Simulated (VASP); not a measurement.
# PbF2 (I4/mmm) in VASP: notebook

PbF2 is run at these levels: r2SCAN; tasks: single point.

Everything below comes from runs of VASP 6.6.1. Logs are shortened: lines on timing, memory, paths and dates and some standing lists are left out, and cuts for length are marked.

## Step 1: The cell of the first run

It takes space group I4/mmm (No. 139, tetragonal). The conventional cell has a = 4.263 Å, b = 4.263 Å, c = 5.851 Å, α = 90.00°, β = 90.00°, γ = 90.00°. Pb (site symmetry 4/mmm) has 8 F at 2.59 Å within 3.4 Å. F (site symmetry -4m2) has 4 Pb at 2.59 Å and 6 F at 2.93 to 3.01 Å within 3.4 Å.

## Step 2: Single point, r2SCAN (strain +0.015 along x and y, -0.015 along z)

The input, POSCAR:

```
PbF2
1.0
    0.0000000000      3.0143977500      2.9253022500
    3.0143977500      0.0000000000      2.9253022500
    3.0143977500      3.0143977500      0.0000000000
Pb F
1 2
Direct
    0.0000000000      0.0000000000      0.0000000000
    0.2500000000      0.2500000000      0.2500000000
    0.7500000000      0.7500000000      0.7500000000
```

The input, INCAR.step1:

```
ALGO     = Normal         # electronic algorithm
EDIFF    = 1E-4           # SCF threshold, eV
ENCUT    = 520            # plane-wave cutoff, eV
GGA      = PE             # functional
ISMEAR   = 0              # smearing method
LASPH    = True           # aspherical terms in the spheres
LCHARG   = False          # write CHGCAR
LREAL    = False          # projectors in reciprocal space
LWAVE    = True           # write WAVECAR
NBANDS   = 21             # bands
NELM     = 100            # most SCF steps
PREC     = Accurate       # precision mode
SIGMA    = 0.05           # smearing width, eV
```

The input, INCAR.step2:

```
ALGO     = Normal         # electronic algorithm
EDIFF    = 1E-6           # SCF threshold, eV
ENCUT    = 520            # plane-wave cutoff, eV
ISIF     = 2              # what is computed and relaxed
ISMEAR   = 0              # smearing method
ISTART   = 1            
LASPH    = True           # aspherical terms in the spheres
LCHARG   = False          # write CHGCAR
LMIXTAU  = True         
LREAL    = False          # projectors in reciprocal space
LWAVE    = False          # write WAVECAR
METAGGA  = R2SCAN         # meta-GGA
NBANDS   = 21             # bands
NELM     = 100            # most SCF steps
PREC     = Accurate       # precision mode
SIGMA    = 0.05           # smearing width, eV
```

The input, KPOINTS:

```
k-points
0
Gamma
  8 8 8
```

Potentials or basis: VASP PAW PBE potentials, release 64 (Pb_d, F).

Started as:

```bash
cat potpaw_PBE.64/Pb_d/POTCAR potpaw_PBE.64/F/POTCAR > POTCAR
cp INCAR.step1 INCAR
mpirun -np 1 vasp_std > vasp.out
cp INCAR.step2 INCAR
mpirun -np 1 vasp_std > vasp.out
```

OUTCAR:

```text
EDIFF = 1E-6
   ENCUT = 520
   ISIF = 2
   ISMEAR = 0
   ISTART = 1
   LASPH = True
   LREAL = False
   METAGGA = R2SCAN
   NELM = 100
   PREC = Accurate

 ion  position               nearest neighbor table
   1  0.000  0.000  0.000-   3 2.59   2 2.59   3 2.59   2 2.59   3 2.59   3 2.59   2 2.59   2 2.59

   2  0.250  0.250  0.250-   1 2.59   1 2.59   1 2.59   1 2.59
   3  0.750  0.750  0.750-   1 2.59   1 2.59   1 2.59   1 2.59

  LATTYP: Found a body centered tetragonal cell.
 ALAT       =     4.2630021804
 C/A-ratio  =     1.3724141467

  Lattice vectors:

 A1 = (   0.0000000000,  -3.0143977500,  -2.9253022500)
 A2 = (   0.0000000000,   3.0143977500,  -2.9253022500)
 A3 = (   3.0143977500,   0.0000000000,   2.9253022500)

Analysis of symmetry for initial positions (statically):
=====================================================================
 Subroutine PRICEL returns:
 Original cell was already a primitive cell.

 Routine SETGRP: Setting up the symmetry group for a
 body centered tetragonal supercell.

 Subroutine GETGRP returns: Found 16 space group operations
 (whereof 16 operations were pure point group operations)
 out of a pool of 16 trial point group operations.

The static configuration has the point symmetry D_4h.

Analysis of symmetry for dynamics (positions and initial velocities):
=====================================================================
 Subroutine PRICEL returns:
 Original cell was already a primitive cell.

 Routine SETGRP: Setting up the symmetry group for a
 body centered tetragonal supercell.

 Subroutine GETGRP returns: Found 16 space group operations
 (whereof 16 operations were pure point group operations)
 out of a pool of 16 trial point group operations.

The dynamic configuration has the point symmetry D_4h.

 Subroutine INISYM returns: Found 16 space group operations
 (whereof 16 operations are pure point group operations),
 and found     1 'primitive' translations

----------------------------------------------------------------------------------------

                                     Primitive cell

  volume of cell :      53.1621

  direct lattice vectors                    reciprocal lattice vectors
     0.000000000  3.014397750  2.925302250    -0.165870612  0.165870612  0.170922509
     3.014397750  0.000000000  2.925302250     0.165870612 -0.165870612  0.170922509
     3.014397750  3.014397750  0.000000000     0.165870612  0.165870612 -0.170922509

  length of vectors
     4.200474622  4.200474622  4.263002180     0.290242354  0.290242354  0.290242354

  position of ions in fractional coordinates (direct lattice)
     0.000000000  0.000000000  0.000000000
     0.250000000  0.250000000  0.250000000
     0.750000000  0.750000000  0.750000000

  ion indices of the primitive-cell ions
   primitive index   ion index
                 1           1
                 2           2
                 3           3

----------------------------------------------------------------------------------------

 KPOINTS: k-points

Automatic generation of k-mesh.
 Grid dimensions read from file:
 generate k-points for:    8    8    8

 Generating k-lattice:

  Cartesian coordinates                     Fractional coordinates (reciprocal lattice)
    -0.020733827  0.020733827  0.021365314     0.125000000  0.000000000  0.000000000
     0.020733827 -0.020733827  0.021365314     0.000000000  0.125000000  0.000000000
     0.020733827  0.020733827 -0.021365314     0.000000000  0.000000000  0.125000000

  Length of vectors
     0.036280294  0.036280294  0.036280294

  Shift w.r.t. Gamma in fractional coordinates (k-lattice)
     0.000000000  0.000000000  0.000000000

 Subroutine IBZKPT returns following result:
 ===========================================

 Found     59 irreducible k-points:

 Following reciprocal coordinates:
            Coordinates               Weight
  0.000000  0.000000  0.000000      1.000000
  0.125000  0.000000  0.000000      8.000000
  0.250000  0.000000  0.000000      8.000000
  0.375000  0.000000  0.000000      8.000000
[... 51 lines left out ...]
     21      16.4434      0.00000

 k-point     5 :       0.5000    0.0000    0.0000
  band No.  band energies     occupation
      1     -20.6959      2.00000
      2     -20.6372      2.00000
      3     -13.5854      2.00000
      4     -13.5832      2.00000
      5     -13.5242      2.00000
      6     -13.5192      2.00000
[... 13 lines left out ...]
     20      15.6701      0.00000
     21      16.0595      0.00000

 k-point     6 :       0.1250    0.1250    0.0000
  band No.  band energies     occupation
      1     -20.9185      2.00000
      2     -20.4351      2.00000
      3     -13.5881      2.00000
      4     -13.5881      2.00000
      5     -13.5610      2.00000
      6     -13.5482      2.00000
[... 13 lines left out ...]
     20      16.9766      0.00000
     21      19.1812      0.00000

 k-point     7 :       0.2500    0.1250    0.0000
  band No.  band energies     occupation
      1     -20.8611      2.00000
      2     -20.4855      2.00000
      3     -13.5773      2.00000
      4     -13.5754      2.00000
      5     -13.5599      2.00000
      6     -13.5377      2.00000
[... 13 lines left out ...]
     20      16.6865      0.00000
     21      18.4055      0.00000
[... 291 lines left out ...]
      1     -20.6616      2.00000
      2     -20.6566      2.00000
      3     -13.5819      2.00000
      4     -13.5330      2.00000
      5     -13.5292      2.00000
      6     -13.4820      2.00000
[... 13 lines left out ...]
     20      17.5863      0.00000
     21      18.6304      0.00000

 k-point    21 :       0.5000    0.5000    0.0000
  band No.  band energies     occupation
      1     -20.6851      2.00000
      2     -20.6303      2.00000
      3     -13.5924      2.00000
      4     -13.5230      2.00000
      5     -13.5183      2.00000
      6     -13.5183      2.00000
[... 13 lines left out ...]
     20      18.7146      0.00000
     21      19.0648      0.00000

 k-point    22 :       0.1250    0.0000    0.1250
  band No.  band energies     occupation
      1     -20.9238      2.00000
      2     -20.4290      2.00000
      3     -13.5875      2.00000
      4     -13.5698      2.00000
      5     -13.5693      2.00000
      6     -13.5570      2.00000
[... 13 lines left out ...]
     20      17.4437      0.00000
     21      18.8470      0.00000

 k-point    23 :       0.2500    0.0000    0.1250
  band No.  band energies     occupation
      1     -20.8710      2.00000
      2     -20.4750      2.00000
      3     -13.5767      2.00000
      4     -13.5677      2.00000
      5     -13.5534      2.00000
      6     -13.5428      2.00000
[... 13 lines left out ...]
     20      17.0433      0.00000
     21      18.3668      0.00000

 k-point    24 :       0.3750    0.0000    0.1250
  band No.  band energies     occupation
      1     -20.7910      2.00000
      2     -20.5457      2.00000
      3     -13.5741      2.00000
      4     -13.5723      2.00000
      5     -13.5355      2.00000
      6     -13.5288      2.00000
[... 13 lines left out ...]
     20      16.5001      0.00000
     21      17.5044      0.00000

 [... further k-points ...]
[... 5 lines left out ...]
  --------------------------------------------------------------------------------------
  -------------------------------------------------------------------------------------
  Total       -0.8019409     -0.8019409     -0.2574033      0.0000000      0.0000000      0.0000000
  in kB      -24.1685765    -24.1685765     -7.7575194      0.0000000      0.0000000      0.0000000
  external PRESSURE =     -18.6982241 kB  Pullay stress =       0.0000000 kB

 VOLUME and BASIS-vectors are now :
 -----------------------------------------------------------------------------
  energy-cutoff  :      520.00
  volume of cell :       53.16
      direct lattice vectors                 reciprocal lattice vectors
     0.000000000  3.014397750  2.925302250    -0.165870612  0.165870612  0.170922509
     3.014397750  0.000000000  2.925302250     0.165870612 -0.165870612  0.170922509
     3.014397750  3.014397750  0.000000000     0.165870612  0.165870612 -0.170922509

 POSITION                                       TOTAL-FORCE (eV/Angst)
 -----------------------------------------------------------------------------------
      0.00000      0.00000      0.00000        -0.000000     -0.000000      0.000000
      1.50720      1.50720      1.46265        -0.000000     -0.000000      0.000000
      4.52160      4.52160      4.38795         0.000000      0.000000     -0.000000
 -----------------------------------------------------------------------------------
    total drift:                                0.000000     -0.000000      0.000000

  FREE ENERGIE OF THE ION-ELECTRON SYSTEM (eV)
  ---------------------------------------------------
  free  energy   TOTEN  =       -70.1510365684 eV

  energy  without entropy=      -70.1510365684  energy(sigma->0) =      -70.15103657
```

It took 3.2 min on 1 thread of Intel Xeon Platinum 8259CL at 2.50GHz (Skylake/Cascade Lake), shared host; peak memory 0.22 GiB.

Results:

| Property | Result |
| --- | --- |
| Free energy | -70.1510 eV |
| Pressure | -1.9 GPa |
| Band gap on the k mesh | 4.82 eV, indirect (least direct gap 5.05 eV) |

Stress tensor (GPa, compression positive):
```
-2.42  0.00  0.00
 0.00 -2.42  0.00
 0.00  0.00 -0.78
```

Caveat: the cell differs from its parent crystal (strain +0.015 along x and y, -0.015 along z); the PAW data sets were made with another functional, which shifts forces and pressure a little; spin-orbit coupling is left out, which moves the levels of the heavy elements. A k mesh can miss the band edges.

## Step 3: Single point, r2SCAN (strain +0.030 along x and y, -0.030 along z)

The input, POSCAR:

```
PbF2
1.0
    0.0000000000      3.0589455000      2.8807545000
    3.0589455000      0.0000000000      2.8807545000
    3.0589455000      3.0589455000      0.0000000000
Pb F
1 2
Direct
    0.0000000000      0.0000000000      0.0000000000
    0.2500000000      0.2500000000      0.2500000000
    0.7500000000      0.7500000000      0.7500000000
```

The input, INCAR.step1:

```
SYSTEM = PbF2
  ALGO = Normal
  EDIFF = 1E-4
  ENCUT = 520
  GGA = PE
  ISMEAR = 0
  LASPH = .True.
  LCHARG = .False.
  LREAL = .False.
  LWAVE = .True.
  NBANDS = 21
  NELM = 80
  PREC = Accurate
  SIGMA = 0.05
```

The input, INCAR.step2:

```
SYSTEM = PbF2
  ALGO = Normal
  EDIFF = 1E-6
  ENCUT = 520
  ISIF = 2
  ISMEAR = 0
  ISTART = 1
  LASPH = .True.
  LCHARG = .True.
  LELF = .True.
  LMIXTAU = .True.
  LREAL = .False.
  LVHAR = .True.
  LWAVE = .False.
  METAGGA = R2SCAN
  NBANDS = 21
  NELM = 80
  PREC = Accurate
  SIGMA = 0.05
```

The input, KPOINTS:

```
k-points
0
Gamma
  8 8 8
  0 0 0
```

Potentials or basis: VASP PAW PBE potentials, release 64 (Pb_d, F).

Started as:

```bash
cat potpaw_PBE.64/Pb_d/POTCAR potpaw_PBE.64/F/POTCAR > POTCAR
cp INCAR.step1 INCAR
mpirun -np 1 vasp_std > vasp.out
cp INCAR.step2 INCAR
mpirun -np 1 vasp_std > vasp.out
```

It took 2.9 min on 1 thread of Intel Xeon Platinum 8259CL at 2.50GHz (Skylake/Cascade Lake), shared host; peak memory 0.22 GiB.

It converged, with:

```
Free energy            : -70.1247 eV
Pressure               : -2.9 GPa
Band gap on the k mesh : 4.71 eV, indirect (least direct gap 5.01 eV)
```

Stress tensor (GPa, compression positive):
```
-3.99  0.00  0.00
 0.00 -3.99  0.00
 0.00  0.00 -0.67
```

Levels at points of the mesh, in eV from the valence-band top:
| k point | band 10 | band 11 | band 12 | band 13 | band 14 | band 15 | band 16 | band 17 | band 18 | band 19 |
| --- | --- | --- | --- | --- | --- | --- | --- | --- | --- | --- |
| (0.00, 0.00, 0.00) | -2.46 | -2.46 | -2.13 | -2.13 | -1.74 | 6.97 | 7.26 | 7.26 | 10.51 | 15.12 |
| (0.50, 0.00, 0.00) | -2.73 | -2.58 | -2.22 | -2.15 | -0.15 | 5.24 | 7.97 | 8.06 | 13.30 | 13.90 |
| (0.50, 0.50, 0.00) | -3.56 | -1.67 | -1.67 | -1.43 | -0.48 | 4.71 | 8.15 | 8.15 | 9.07 | 15.17 |
| (0.50, 0.00, 0.50) | -3.40 | -1.73 | -1.68 | -1.43 | -0.16 | 4.85 | 7.99 | 8.43 | 9.04 | 14.61 |

Caveat: the cell differs from its parent crystal (strain +0.030 along x and y, -0.030 along z); the PAW data sets were made with another functional, which shifts forces and pressure a little; spin-orbit coupling is left out, which moves the levels of the heavy elements. A k mesh can miss the band edges.

## Step 4: Single point, r2SCAN (strain +0.030 along x and y, -0.015 along z)

The input, POSCAR:

```
PbF2
1.0
    0.0000000000      3.0589455000      2.9253022500
    3.0589455000      0.0000000000      2.9253022500
    3.0589455000      3.0589455000      0.0000000000
Pb F
1 2
Direct
    0.0000000000      0.0000000000      0.0000000000
    0.2500000000      0.2500000000      0.2500000000
    0.7500000000      0.7500000000      0.7500000000
```

The input, INCAR.step1:

```
PREC     = Accurate       # precision mode
ENCUT    = 520            # plane-wave cutoff, eV
ISMEAR   = 0              # smearing method
SIGMA    = 0.05           # smearing width, eV
LREAL    = False          # projectors in reciprocal space
LASPH    = True           # aspherical terms in the spheres
NELM     = 60             # most SCF steps
NBANDS   = 21             # bands
GGA      = PE             # functional
ALGO     = Normal         # electronic algorithm
EDIFF    = 1E-4           # SCF threshold, eV
LWAVE    = True           # write WAVECAR
LCHARG   = False          # write CHGCAR
```

The input, INCAR.step2:

```
PREC     = Accurate       # precision mode
ENCUT    = 520            # plane-wave cutoff, eV
EDIFF    = 1E-6           # SCF threshold, eV
ISMEAR   = 0              # smearing method
SIGMA    = 0.05           # smearing width, eV
LREAL    = False          # projectors in reciprocal space
LASPH    = True           # aspherical terms in the spheres
NELM     = 60             # most SCF steps
ALGO     = Normal         # electronic algorithm
ISIF     = 2              # what is computed and relaxed
LWAVE    = False          # write WAVECAR
LCHARG   = False          # write CHGCAR
METAGGA  = R2SCAN         # meta-GGA
LMIXTAU  = True         
NBANDS   = 21             # bands
ISTART   = 1
```

The input, KPOINTS:

```
Automatic mesh
0
Gamma
  8 8 8
```

Started as:

```bash
cat potpaw_PBE.64/Pb_d/POTCAR potpaw_PBE.64/F/POTCAR > POTCAR
cp INCAR.step1 INCAR
mpirun -np 1 vasp_std > vasp.out
cp INCAR.step2 INCAR
mpirun -np 1 vasp_std > vasp.out
```

It took 2.8 min on 1 thread of Intel Xeon Platinum 8259CL at 2.50GHz (Skylake/Cascade Lake), shared host; peak memory 0.22 GiB.

It converged, with:

* Free energy: -70.1188 eV
* Pressure: -3.8 GPa
* Band gap on the k mesh: 4.77 eV, indirect (least direct gap 5.03 eV)

Stress tensor (GPa, compression positive):
```
-4.62  0.00  0.00
 0.00 -4.62  0.00
 0.00  0.00 -2.14
```

Levels at points of the mesh, in eV from the valence-band top:
```csv
k point,band 11,band 12,band 13,band 14,band 15,band 16,band 17,band 18
"(0.00, 0.00, 0.00)",-2.35,-1.98,-1.98,-1.69,7.03,7.24,7.24,10.50
"(0.50, 0.00, 0.00)",-2.47,-2.09,-2.04,-0.11,5.29,7.96,8.03,13.28
"(0.50, 0.50, 0.00)",-1.55,-1.55,-1.37,-0.38,4.77,8.14,8.14,9.13
"(0.50, 0.00, 0.50)",-1.59,-1.55,-1.38,-0.15,4.88,8.03,8.35,9.10
```

Caveat: the cell differs from its parent crystal (strain +0.030 along x and y, -0.015 along z); the PAW data sets were made with another functional, which shifts forces and pressure a little; spin-orbit coupling is left out, which moves the levels of the heavy elements. A k mesh can miss the band edges.

## Step 5: Single point, r2SCAN (strain +0.030 along x and y, +0.000 along z)

The input, POSCAR:

```
PbF2
1.0
    0.0000000000      3.0589455000      2.9698500000
    3.0589455000      0.0000000000      2.9698500000
    3.0589455000      3.0589455000      0.0000000000
Pb F
1 2
Direct
    0.0000000000      0.0000000000      0.0000000000
    0.2500000000      0.2500000000      0.2500000000
    0.7500000000      0.7500000000      0.7500000000
```

The input, INCAR.step1:

```
SYSTEM = PbF2
  PREC = Accurate
  ENCUT = 520
  ISMEAR = 0
  SIGMA = 0.05
  LREAL = .False.
  LASPH = .True.
  NELM = 80
  NBANDS = 21
  GGA = PE
  ALGO = Normal
  EDIFF = 1E-4
  LWAVE = .True.
  LCHARG = .False.
```

The input, INCAR.step2:

```
SYSTEM = PbF2
  PREC = Accurate
  ENCUT = 520
  EDIFF = 1E-6
  ISMEAR = 0
  SIGMA = 0.05
  LREAL = .False.
  LASPH = .True.
  NELM = 80
  ALGO = Normal
  ISIF = 2
  LWAVE = .False.
  LCHARG = .False.
  METAGGA = R2SCAN
  LMIXTAU = .True.
  NBANDS = 21
  ISTART = 1
```

The input, KPOINTS:

```
regular mesh
0
Gamma
  8 8 8
  0 0 0
```

Started as:

```bash
cat potpaw_PBE.64/Pb_d/POTCAR potpaw_PBE.64/F/POTCAR > POTCAR
cp INCAR.step1 INCAR
mpirun -np 1 vasp_std > vasp.out
cp INCAR.step2 INCAR
mpirun -np 1 vasp_std > vasp.out
```

Wall time 3 min (1 thread of Intel Xeon Platinum 8259CL at 2.50GHz (Skylake/Cascade Lake), shared host); peak memory 0.22 GiB.

Results (log left out):

* Free energy: -70.1055 eV
* Pressure: -4.6 GPa
* Band gap on the k mesh: 4.83 eV, indirect (least direct gap 5.05 eV)

Stress tensor (GPa, compression positive):
```
-5.18  0.00  0.00
 0.00 -5.18  0.00
 0.00  0.00 -3.53
```

Levels at points of the mesh, in eV from the valence-band top:
| k point | band 10 | band 11 | band 12 | band 13 | band 14 | band 15 | band 16 | band 17 | band 18 | band 19 |
| --- | --- | --- | --- | --- | --- | --- | --- | --- | --- | --- |
| (0.00, 0.00, 0.00) | -2.24 | -2.24 | -1.83 | -1.83 | -1.64 | 7.08 | 7.22 | 7.22 | 10.49 | 15.41 |
| (0.50, 0.00, 0.00) | -2.43 | -2.36 | -1.97 | -1.93 | -0.07 | 5.34 | 7.95 | 7.99 | 13.27 | 14.03 |
| (0.50, 0.50, 0.00) | -3.22 | -1.43 | -1.43 | -1.31 | -0.30 | 4.83 | 8.13 | 8.13 | 9.18 | 14.89 |
| (0.50, 0.00, 0.50) | -3.15 | -1.46 | -1.43 | -1.32 | -0.14 | 4.91 | 8.05 | 8.26 | 9.17 | 14.62 |

Caveat: the cell differs from its parent crystal (strain +0.030 along x and y, +0.000 along z); the PAW data sets were made with another functional, which shifts forces and pressure a little; spin-orbit coupling is left out, which moves the levels of the heavy elements.

## Step 6: Overview

```csv
cell,gap on the mesh (eV),pressure (GPa)
"a = 4.200, b = 4.200, c = 4.263 Å, angles 59.5, 59.5, 61.0°, 3 atoms",4.82,-1.9
"a = 4.202, b = 4.202, c = 4.326 Å, angles 59.0, 59.0, 62.0°, 3 atoms",4.71,-2.9
"a = 4.233, b = 4.233, c = 4.326 Å, angles 59.3, 59.3, 61.5°, 3 atoms",4.77,-3.8
"a = 4.263, b = 4.263, c = 4.326 Å, angles 59.5, 59.5, 61.0°, 3 atoms",4.83,-4.6
```

Alike in all rows: task single point; level r2SCAN; potentials or basis VASP PAW PBE potentials, release 64 (Pb_d, F); no spin polarisation; k mesh 8 × 8 × 8; cutoff (eV) 520; smearing gaussian 0.05 eV.

Caveats: the PAW data sets were made with another functional, which shifts forces and pressure a little; spin-orbit coupling is left out, which moves the levels of the heavy elements.

Absolute energies hang on the potentials; compare differences alone.
